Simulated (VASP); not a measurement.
# BN (Pm) in VASP: notebook

BN is run at these levels: PBE; tasks: single point.

Program: VASP 6.6.1. These are calculated values, not measurements. Logs are shortened: lines on timing, memory, paths and dates and some standing lists are left out, and cuts for length are marked.

**1. The cell of the first run**

Symmetry: Pm, No. 6, monoclinic system. The conventional cell has a = 2.504 Å, b = 6.661 Å, c = 2.504 Å, α = 90.00°, β = 120.00°, γ = 90.00°. B (site symmetry m) has 2 N at 1.20 to 1.48 Å within 1.6 Å. B (site symmetry m) has 3 N at 1.45 Å within 1.9 Å. N (site symmetry m) has 3 B at 1.45 Å within 1.9 Å. N (site symmetry m) has 2 B at 1.20 to 1.48 Å within 1.6 Å.

**2. Single point, PBE (atom 1 (B) moved by (-0.300, +0.000) A along x and y)**

INCAR reads:

```
ALGO = Normal
EDIFF = 1E-6
ENCUT = 520
GGA = PE
ISIF = 2
ISMEAR = 0
LASPH = T
LCHARG = F
LREAL = F
LWAVE = F
NBANDS = 16
NELM = 60
PREC = Accurate
SIGMA = 0.05
```

KPOINTS reads:

```
k-points
0
Gamma
  12 12 4
```

POSCAR reads:

```
BN
1.0
    2.5039917043      0.0000000000      0.0000000000
   -1.2519958522      2.1685204268      0.0000000000
    0.0000000000      0.0000000000      6.6612000000
B N
2 2
Direct
    0.2135246297      0.6666666667      0.2500000000
    0.6666666667      0.3333333333      0.7500000000
    0.3333333333      0.6666666667      0.7500000000
    0.6666666667      0.3333333333      0.2500000000
```

Potentials or basis: VASP PAW PBE potentials, release 64 (B, N).

The run is started by

```
$ cat potpaw_PBE.64/B/POTCAR potpaw_PBE.64/N/POTCAR > POTCAR
$ mpirun -np 1 vasp_std > vasp.out
```

OUTCAR:

```text
EDIFF = 1E-6
   ENCUT = 520
   GGA = PE
   ISIF = 2
   ISMEAR = 0
   LASPH = T
   LREAL = F
   NELM = 60
   PREC = Accurate

 ion  position               nearest neighbor table
   1  0.214  0.667  0.250-   4 1.20   4 1.48   4 1.71
   2  0.667  0.333  0.750-   3 1.45   3 1.45   3 1.45
   3  0.333  0.667  0.750-   2 1.45   2 1.45   2 1.45
   4  0.667  0.333  0.250-   1 1.20   1 1.48   1 1.71

  LATTYP: Found a hexagonal cell.
 ALAT       =     2.5039917043
 C/A-ratio  =     2.6602324555

  Lattice vectors:

 A1 = (   2.5039917043,   0.0000000000,   0.0000000000)
 A2 = (  -1.2519958522,   2.1685204268,   0.0000000000)
 A3 = (   0.0000000000,   0.0000000000,   6.6612000000)

Analysis of symmetry for initial positions (statically):
=====================================================================
 Subroutine PRICEL returns:
 Original cell was already a primitive cell.

 Routine SETGRP: Setting up the symmetry group for a
 hexagonal supercell.

 Subroutine GETGRP returns: Found  2 space group operations
 (whereof  1 operations were pure point group operations)
 out of a pool of 24 trial point group operations.

The static configuration has the point symmetry C_1 .
 The point group associated with its full space group is C_1h.

Analysis of symmetry for dynamics (positions and initial velocities):
=====================================================================
 Subroutine PRICEL returns:
 Original cell was already a primitive cell.

 Routine SETGRP: Setting up the symmetry group for a
 hexagonal supercell.

 Subroutine GETGRP returns: Found  2 space group operations
 (whereof  1 operations were pure point group operations)
 out of a pool of 24 trial point group operations.

The dynamic configuration has the point symmetry C_1 .
 The point group associated with its full space group is C_1h.

 Subroutine INISYM returns: Found  2 space group operations
 (whereof  1 operations are pure point group operations),
 and found     1 'primitive' translations

----------------------------------------------------------------------------------------

                                     Primitive cell

  volume of cell :      36.1700

  direct lattice vectors                    reciprocal lattice vectors
     2.503991704  0.000000000  0.000000000     0.399362345  0.230571958  0.000000000
    -1.251995852  2.168520427  0.000000000     0.000000000  0.461143915  0.000000000
     0.000000000  0.000000000  6.661200000     0.000000000  0.000000000  0.150123101

  length of vectors
     2.503991704  2.503991704  6.661200000     0.461143915  0.461143915  0.150123101

  position of ions in fractional coordinates (direct lattice)
     0.213524630  0.666666667  0.250000000
     0.666666667  0.333333333  0.750000000
     0.333333333  0.666666667  0.750000000
     0.666666667  0.333333333  0.250000000

  ion indices of the primitive-cell ions
   primitive index   ion index
                 1           1
                 2           2
                 3           3
                 4           4

----------------------------------------------------------------------------------------

 KPOINTS: k-points

Automatic generation of k-mesh.
 Grid dimensions read from file:
 generate k-points for:   12   12    4

 Generating k-lattice:

  Cartesian coordinates                     Fractional coordinates (reciprocal lattice)
     0.033280195  0.019214330  0.000000000     0.083333333 -0.000000000  0.000000000
     0.000000000  0.038428660  0.000000000     0.000000000  0.083333333  0.000000000
     0.000000000  0.000000000  0.037530775     0.000000000  0.000000000  0.250000000

  Length of vectors
     0.038428660  0.038428660  0.037530775

  Shift w.r.t. Gamma in fractional coordinates (k-lattice)
     0.000000000  0.000000000  0.000000000

 Subroutine IBZKPT returns following result:
 ===========================================

 Found    222 irreducible k-points:

 Following reciprocal coordinates:
            Coordinates               Weight
  0.000000  0.000000  0.000000      1.000000
  0.083333  0.000000  0.000000      2.000000
  0.000000  0.083333  0.000000      2.000000
 -0.083333  0.083333  0.000000      2.000000
  0.166667  0.000000  0.000000      2.000000
  0.000000  0.166667  0.000000      2.000000
[... 16 lines left out ...]
  0.166667  0.083333  0.000000      2.000000
 -0.083333  0.250000  0.000000      2.000000
 [... further k-points ...]
   k-points           NKPTS =    222   k-points in BZ     NKDIM =    222   number of bands    NBANDS=     16
   number of dos      NEDOS =    301   number of ions     NIONS =      4
   total plane-waves  NPLWV =  20000
   dimension x,y,z NGX =    20 NGY =   20 NGZ =   50
   dimension x,y,z NGXF=    40 NGYF=   40 NGZF=  100
   ions per type =               2   2
   NGX,Y,Z   is equivalent  to a cutoff of  13.28, 13.28, 12.48 a.u.
   NGXF,Y,Z  is equivalent  to a cutoff of  26.56, 26.56, 24.96 a.u.
 SYSTEM =  unknown system
   PREC   = accura    normal or accurate (medium, high low for compatibility)
   ISTART =      0    job   : 0-new  1-cont  2-samecut
   ICHARG =      2    charge: 1-file 2-atom 10-const
   ISPIN  =      1    spin polarized calculation?
   LNONCOLLINEAR =      F non collinear calculations
   LSORBIT =      F    spin-orbit coupling
   LASPH  =      T    aspherical Exc in radial PAW
   ENCUT  =  520.0 eV  38.22 Ry    6.18 a.u.   4.66  4.66 12.39*2*pi/ulx,y,z
   NELM   =     60;   NELMIN=  2; NELMDL= -5     # of ELM steps
   EDIFF  = 0.1E-05   stopping-criterion for ELM
   LREAL  =      F    real-space projection
   EDIFFG = 0.1E-04   stopping-criterion for IOM
   NSW    =      0    number of steps for IOM
   IBRION =     -1    ionic relax: 0-MD 1-quasi-New 2-CG
   NFREE  =      0    steps in history (QN), initial steepest desc. (CG)
   ISIF   =      2    stress and relaxation
   ISYM   =      2    0-nonsym 1-usesym 2-fastsym
   POTIM  = 0.5000    time-step for ionic-motion
   TEBEG  =    0.0;   TEEND  =   0.0 temperature during run
   PSTRESS=    0.0 pullay stress
   NELECT =      16.0000    total number of electrons
   NUPDOWN=      -1.0000    fix difference up-down
   EMIN   =  10.00;   EMAX   =-10.00  energy-range for DOS
   EFERMI =   0.00;   METHOD = LEGACY
   ISMEAR =     0;   SIGMA  =   0.05  broadening in eV -4-tet -1-fermi 0-gaus
   EFERMI_NEDOS =   21; number of points for ismear=-14 and -15
   IALGO  =     38    algorithm
   IMIX   =      4    mixing-type and parameters
     AMIX     =   0.40;   BMIX     =  1.00
     AMIX_MAG =   1.60;   BMIX_MAG =  1.00
  volume/ion in A,a.u.               =       9.04        61.02
  Fermi-wavevector in a.u.,A,eV,Ry     =   1.247379  2.357205 21.170055  1.555955
  Thomas-Fermi vector in A             =   2.381514
   LORBIT       =      0    0 simple, 1 ext, 2 COOP (PROOUT), +10 PAW based schemes
   GGA     = PE    functional components
   LHFCALC =     F    Hartree Fock is set to
   AEXX    =    0.0000 exact exchange contribution
   IVDW    =     0    specifies the selected vdW correction
   LEPSILON=     F    determine dielectric tensor
   LRPA    =     F    only Hartree local field effects (RPA)
 non-spin polarized calculation
 Gauss-broadening in eV      SIGMA  =   0.05
  energy-cutoff  :      520.00
  volume of cell :       36.17
 maximum number of plane-waves:       992
   NGX =  9   NGY =  9   NGZ = 25

 number of electron      15.9999998 magnetization

 Free energy of the ion-electron system (eV)
  ---------------------------------------------------
  ext. energy  EPLUGINS =         0.00000000
  ---------------------------------------------------
  free energy    TOTEN  =       -33.21926517 eV

  energy without entropy =      -33.21926517  energy(sigma->0) =      -33.21926517

 E-fermi :   4.0629     XC(G=0): -10.0195

 val. band max:        3.8025526668   @ k =   0.0000   0.0000   0.5000
 cond. band min:       5.8831153343   @ k =   0.5000   0.0000   0.5000
 fundamental gap:      2.0805626675
 Fermi energy:         4.0628998097

 k-point     1 :       0.0000    0.0000    0.0000
  band No.  band energies     occupation
      1     -15.6003      2.00000
      2     -15.3110      2.00000
      3      -4.0622      2.00000
      4      -2.1421      2.00000
      5      -2.0109      2.00000
      6       0.8542      2.00000
[... 8 lines left out ...]
     15      15.5335      0.00000
     16      16.5128      0.00000

 k-point     2 :       0.0833    0.0000    0.0000
  band No.  band energies     occupation
      1     -15.4719      2.00000
      2     -15.1909      2.00000
      3      -3.8727      2.00000
      4      -2.4198      2.00000
      5      -1.8396      2.00000
      6       0.2941      2.00000
[... 8 lines left out ...]
     15      14.9387      0.00000
     16      16.7668      0.00000

 k-point     3 :       0.0000    0.0833    0.0000
  band No.  band energies     occupation
      1     -15.4687      2.00000
      2     -15.1861      2.00000
      3      -3.8772      2.00000
      4      -2.3972      2.00000
      5      -1.8450      2.00000
      6       0.2940      2.00000
[... 8 lines left out ...]
     15      15.0097      0.00000
     16      16.9569      0.00000

 k-point     4 :      -0.0833    0.0833    0.0000
  band No.  band energies     occupation
      1     -15.4632      2.00000
      2     -15.1775      2.00000
      3      -3.8844      2.00000
      4      -2.2902      2.00000
      5      -1.8544      2.00000
      6       0.2939      2.00000
[... 8 lines left out ...]
     15      15.1070      0.00000
     16      16.9278      0.00000
[... 324 lines left out ...]
 k-point    22 :      -0.1667    0.0833    0.0000
  band No.  band energies     occupation
      1     -15.2045      2.00000
      2     -14.9328      2.00000
      3      -3.5162      2.00000
      4      -2.7312      2.00000
      5      -1.5267      2.00000
      6      -0.6243      2.00000
[... 8 lines left out ...]
     15      15.4261      0.00000
     16      17.4732      0.00000

 k-point    23 :       0.1667    0.0833    0.0000
  band No.  band energies     occupation
      1     -14.7573      2.00000
      2     -14.4922      2.00000
      3      -3.8227      2.00000
      4      -2.7483      2.00000
      5      -2.1131      2.00000
      6      -0.8336      2.00000
[... 8 lines left out ...]
     15      16.9102      0.00000
     16      17.6290      0.00000

 k-point    24 :      -0.0833    0.2500    0.0000
  band No.  band energies     occupation
      1     -14.6862      2.00000
      2     -14.4337      2.00000
      3      -3.5580      2.00000
      4      -2.8261      2.00000
      5      -2.1129      2.00000
      6      -0.9254      2.00000
[... 8 lines left out ...]
     15      17.2772      0.00000
     16      17.3729      0.00000

 [... further k-points ...]

------------------------ aborting loop because EDIFF is reached ----------------------------------------

  FORCE on cell =-STRESS in cart. coord.  units (eV):
  Direction    XX          YY          ZZ          XY          YZ          ZX
  --------------------------------------------------------------------------------------
  -------------------------------------------------------------------------------------
  Total        8.2647208      5.4253246      0.5820900      5.7070089      0.0000000      0.0000000
  in kB      366.0917100    240.3186276     25.7840936    252.7960336      0.0000000      0.0000000
  external PRESSURE =     210.7314771 kB  Pullay stress =       0.0000000 kB

 VOLUME and BASIS-vectors are now :
 -----------------------------------------------------------------------------
  energy-cutoff  :      520.00
  volume of cell :       36.17
      direct lattice vectors                 reciprocal lattice vectors
     2.503991704  0.000000000  0.000000000     0.399362345  0.230571958  0.000000000
    -1.251995852  2.168520427  0.000000000     0.000000000  0.461143915  0.000000000
     0.000000000  0.000000000  6.661200000     0.000000000  0.000000000  0.150123101

 POSITION                                       TOTAL-FORCE (eV/Angst)
 -----------------------------------------------------------------------------------
     -0.30000      1.44568      1.66530        13.483376      6.964352      0.000000
      1.25200      0.72284      4.99590         0.000255     -0.000371      0.000000
     -0.00000      1.44568      4.99590        -0.001469      0.007190      0.000000
      1.25200      0.72284      1.66530       -13.482162     -6.971171      0.000000
 -----------------------------------------------------------------------------------
    total drift:                               -0.000152     -0.000069      0.000000

  FREE ENERGIE OF THE ION-ELECTRON SYSTEM (eV)
  ---------------------------------------------------
  free  energy   TOTEN  =       -33.2192651659 eV

  energy  without entropy=      -33.2192651659  energy(sigma->0) =      -33.21926517
```

It took 94 s on 1 thread of Intel Xeon Platinum 8559C (Emerald Rapids), shared host; peak memory 0.22 GiB.

What came out:

```
Free energy            : -33.2193 eV
Pressure               : 21.1 GPa
Largest force          : 15.178 eV/Å
Band gap on the k mesh : 2.08 eV (least direct gap 3.63 eV)
```

Forces in eV/Å, atoms in the order of the input:
```
B    13.483   6.964   0.000
B     0.000   0.000   0.000
N    -0.001   0.007   0.000
N   -13.482  -6.971   0.000
```

Caveat: the cell differs from its parent crystal (atom 1 (B) moved by (-0.300, +0.000) A along x and y); the stress differs along the axes, from 3 to 37 GPa; this functional lacks dispersion, which binds layers or chains, so the pressure and a relaxed spacing across them are unreliable; forces of over 1 eV/Å act on the atoms, so gaps and moduli don't describe the material at rest. A k mesh can miss the band edges.

**3. Single point, PBE (atom 1 (B) moved by (-0.150, -0.300) A along x and y)**

Changes to INCAR since step 2:

```diff
@@ -11,3 +11,3 @@
 NBANDS = 16
-NELM = 60
+NELM = 100
 PREC = Accurate
```

KPOINTS is that of step 2.

Changes to POSCAR since step 2:

```diff
@@ -8,3 +8,3 @@
 Direct
-    0.2135246297      0.6666666667      0.2500000000
+    0.2042573942      0.5283234921      0.2500000000
     0.6666666667      0.3333333333      0.7500000000
```

Potentials or basis: VASP PAW PBE potentials, release 64 (B, N).

The run is started by

```
$ cat potpaw_PBE.64/B/POTCAR potpaw_PBE.64/N/POTCAR > POTCAR
$ mpirun -np 1 vasp_std > vasp.out
```

Wall time 1.7 min (1 thread of Intel Xeon Platinum 8559C (Emerald Rapids), shared host); peak memory 0.22 GiB.

Results (log left out):

| Item | Value |
| --- | --- |
| Free energy | -32.8869 eV |
| Pressure | 24.2 GPa |
| Largest force | 16.200 eV/Å |
| Band gap on the k mesh | 1.94 eV (least direct gap 3.46 eV) |

Forces on the atoms (eV/Å):
```
B    13.909   8.300   0.000
B     0.000   0.000   0.000
N     0.006  -0.006   0.000
N   -13.915  -8.295   0.000
```

Stress tensor (GPa, compression positive):
```
56.23 18.89  0.00
18.89 13.67  0.00
 0.00  0.00  2.56
```

Levels at points of the mesh, in eV from the valence-band top:
| k point | band 5 | band 6 | band 7 | band 8 | band 9 | band 10 | band 11 | band 12 |
| --- | --- | --- | --- | --- | --- | --- | --- | --- |
| (0.00, 0.00, 0.00) | -5.98 | -3.11 | -3.11 | 0.00 | 3.46 | 6.78 | 8.55 | 9.82 |
| (0.50, 0.00, 0.00) | -5.91 | -4.27 | -2.94 | -2.20 | 2.03 | 3.34 | 7.51 | 8.00 |
| (0.00, 0.50, 0.00) | -7.51 | -5.90 | -4.08 | -2.54 | 2.96 | 6.13 | 7.16 | 8.03 |
| (0.50, 0.50, 0.00) | -5.91 | -4.20 | -3.36 | -2.33 | 2.51 | 4.04 | 4.91 | 7.94 |
| (0.00, 0.00, 0.50) | -6.39 | -3.11 | -3.11 | 0.00 | 5.54 | 5.77 | 7.08 | 9.82 |
| (0.50, 0.00, 0.50) | -5.90 | -4.27 | -2.70 | -2.31 | 1.94 | 2.93 | 7.63 | 8.14 |
| (0.00, 0.50, 0.50) | -7.51 | -5.90 | -3.89 | -2.71 | 2.96 | 5.62 | 7.41 | 8.14 |
| (0.50, 0.50, 0.50) | -5.90 | -4.21 | -2.96 | -2.70 | 2.95 | 3.17 | 4.97 | 8.12 |

Caveat: the cell differs from its parent crystal (atom 1 (B) moved by (-0.150, -0.300) A along x and y); the stress differs along the axes, from 3 to 56 GPa; this functional lacks dispersion, which binds layers or chains, so the pressure and a relaxed spacing across them are unreliable; forces of over 1 eV/Å act on the atoms, so gaps and moduli don't describe the material at rest. A k mesh can miss the band edges.

**4. Single point, PBE (atom 1 (B) moved by (-0.150, +0.000) A along x and y)**

INCAR reads:

```
SYSTEM = BN
ALGO = Normal
EDIFF = 1E-6
ENCUT = 520
GGA = PE
ISIF = 2
ISMEAR = 0
LASPH = .True.
LCHARG = .False.
LREAL = .False.
LWAVE = .False.
NBANDS = 16
NELM = 100
PREC = Accurate
SIGMA = 0.05
```

KPOINTS reads:

```
k-points
0
Gamma
  12 12 4
  0 0 0
```

Changes to POSCAR since step 3:

```diff
@@ -8,3 +8,3 @@
 Direct
-    0.2042573942      0.5283234921      0.2500000000
+    0.2734289815      0.6666666667      0.2500000000
     0.6666666667      0.3333333333      0.7500000000
```

The run is started by

```
$ cat potpaw_PBE.64/B/POTCAR potpaw_PBE.64/N/POTCAR > POTCAR
$ mpirun -np 1 vasp_std > vasp.out
```

It took 1.7 min on 1 thread of Intel Xeon Platinum 8559C (Emerald Rapids), shared host; peak memory 0.21 GiB.

It converged, with:

```
Free energy            : -34.6855 eV
Pressure               : 7.7 GPa
Largest force          : 6.493 eV/Å
Band gap on the k mesh : 3.47 eV (least direct gap 4.15 eV)
```

Forces in eV/Å, atoms in the order of the input:
```
B    6.316  1.508  0.000
B    0.001  0.000  0.000
N   -0.002  0.002  0.000
N   -6.314 -1.510  0.000
```

Stress tensor (GPa, compression positive):
```
11.83  9.44  0.00
 9.44  8.49  0.00
 0.00  0.00  2.67
```

Levels at points of the mesh, in eV from the valence-band top:
| k point | band 5 | band 6 | band 7 | band 8 | band 9 | band 10 | band 11 | band 12 |
| --- | --- | --- | --- | --- | --- | --- | --- | --- |
| (0.00, 0.00, 0.00) | -3.36 | -1.71 | -1.71 | 0.00 | 4.85 | 9.09 | 9.90 | 11.21 |
| (0.50, 0.00, 0.00) | -4.51 | -3.73 | -1.63 | -0.68 | 3.47 | 4.88 | 9.19 | 9.58 |
| (0.00, 0.50, 0.00) | -4.51 | -4.14 | -1.86 | -0.86 | 3.90 | 5.29 | 8.51 | 9.38 |
| (0.50, 0.50, 0.00) | -5.26 | -4.51 | -2.16 | -1.01 | 4.19 | 6.03 | 8.89 | 9.45 |
| (0.00, 0.00, 0.50) | -3.36 | -1.71 | -1.71 | 0.00 | 7.15 | 7.19 | 9.16 | 11.21 |
| (0.50, 0.00, 0.50) | -4.51 | -3.74 | -1.31 | -0.92 | 3.55 | 4.34 | 9.53 | 9.56 |
| (0.00, 0.50, 0.50) | -4.51 | -4.15 | -1.38 | -1.31 | 4.35 | 4.42 | 8.66 | 9.52 |
| (0.50, 0.50, 0.50) | -5.26 | -4.51 | -1.83 | -1.31 | 4.35 | 5.43 | 9.17 | 9.52 |

Caveat: the cell differs from its parent crystal (atom 1 (B) moved by (-0.150, +0.000) A along x and y); the stress differs along the axes, from 3 to 12 GPa; this functional lacks dispersion, which binds layers or chains, so the pressure and a relaxed spacing across them are unreliable; forces of over 1 eV/Å act on the atoms, so gaps and moduli don't describe the material at rest. A k mesh can miss the band edges.

**5. Summary**

| cell | gap on the mesh (eV) | pressure (GPa) | largest force (eV/Å) |
| --- | --- | --- | --- |
| as given, atomic positions A | 2.08 | 21.1 | 15.18 |
| as given, atomic positions B | 1.94 | 24.2 | 16.20 |
| as given, atomic positions C | 3.47 | 7.7 | 6.49 |

Alike in all rows: task single point; level PBE; potentials or basis VASP PAW PBE potentials, release 64 (B, N); no spin polarisation; k mesh 12 × 12 × 4; cutoff (eV) 520; smearing gaussian 0.05 eV.

Caveats: this functional lacks dispersion, which binds layers or chains, so the pressure and a relaxed spacing across them are unreliable; forces of over 1 eV/Å act on the atoms, so gaps and moduli don't describe the material at rest; the stress differs along the axes, from 3 to 37 GPa (at least some runs); the stress differs along the axes, from 3 to 56 GPa (at least some runs); the stress differs along the axes, from 3 to 12 GPa (at least some runs).

Absolute energies hang on the potentials; compare differences alone.
